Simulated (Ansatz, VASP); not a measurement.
**One calculation of Ge, two programs**

The input INCAR:

```
ALGO = Normal
EDIFF = 1E-6
ENCUT = 520
GGA = PE
ISIF = 2
ISMEAR = 0
LASPH = T
LCHARG = F
LREAL = F
LWAVE = F
NBANDS = 21
NELM = 80
PREC = Accurate
SIGMA = 0.15
```

Contents of KPOINTS:

```
k-points
0
Gamma
  14 14 14
```

File POSCAR:

```
Ge
1.0
    0.0000000000      2.8287700000      2.8287700000
    2.8287700000      0.0000000000      2.8287700000
    2.8287700000      2.8287700000      0.0000000000
Ge
2
Direct
    0.5000000000      0.5000000000      0.5000000000
    0.7500000000      0.7500000000      0.7500000000
```

Input for Ansatz:

```yaml
crystal:
  lattice:
    - [0.0, 2.82877, 2.82877]
    - [2.82877, 0.0, 2.82877]
    - [2.82877, 2.82877, 0.0]
  atoms:
    - { symbol: Ge, position: [0.5, 0.5, 0.5] }
    - { symbol: Ge, position: [0.75, 0.75, 0.75] }
basis:
  ecutwfc: 420
kpoints:
  mp_grid: { grid: [14, 14, 14] }
hamiltonian:
  xc: pbe
scf:
  occupations: { method: gaussian, width: 0.15 }
output:
  forces: true
  stress: true
  eigenvalues: true
```

Alike in both runs: task single point; functional PBE; k mesh 14 × 14 × 14; occupations gaussian, width 0.15 eV; no spin polarisation.

```csv
,VASP,Ansatz
version,VASP 6.6.1,Ansatz 0.2.0
potentials or method,"VASP PAW PBE potentials, release 64 (Ge_d), cutoff 520 eV","scalar-relativistic, plane waves, PAW"
valence electrons in the cell,28,28
```

Ansatz gave:

```
pressure (GPa) : 3.7
```

Problem. Which values does VASP return?

Solution. Pressure (GPa): 3.6.

The functional is the same, so the differences come from potentials, cutoffs and numerics.
